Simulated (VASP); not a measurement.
Write the native input for VASP 6.6.1 that does the following.

```yaml
Task: single point
Functional: PBE
Potentials_or_basis: VASP PAW PBE potentials, release 64 (Ti_sv)
Cutoff: 500 eV
k_mesh: 8 × 8 × 8
Occupations: gaussian, width 0.05 eV
Spin: no spin polarisation
Dipole_correction: no
Further_INCAR_settings: ALGO = Normal; EDIFF = 1e-06; NBANDS = 12
```

The structure of Ti lies in POSCAR:

```
Ti
1.0
   -1.6307266026      1.6307266026      1.6307266026
    1.6307266026     -1.6307266026      1.6307266026
    1.6307266026      1.6307266026     -1.6307266026
Ti
1
Direct
    0.0000000000      0.0000000000      0.0000000000
```

One way to write it, as run:

INCAR

```
PREC = Accurate
ENCUT = 500
EDIFF = 1E-6
ISMEAR = 0
SIGMA = 0.05
LREAL = False
LASPH = True
NELM = 120
ALGO = Normal
ISIF = 2
LWAVE = False
LCHARG = False
GGA = PE
NBANDS = 12
GGA_COMPAT = False
```

KPOINTS

```
Automatic mesh
0
Gamma
  8 8 8
```

Potentials or basis: VASP PAW PBE potentials, release 64 (Ti_sv).

Launch:

```bash
$ cat potpaw_PBE.64/Ti_sv/POTCAR > POTCAR
$ mpirun -np 1 vasp_std > vasp.out
```

Results of the run:

The pressure is -1.1 GPa and the band gap on the k mesh is zero (band 6 reaches 9.09 eV, above the bottom of band 7 at 7.49 eV).

Run time: 7 s on 1 thread of AMD EPYC 7R43 64-Core Processor (Zen 3), on a shared host, peak memory 0.11 GiB.
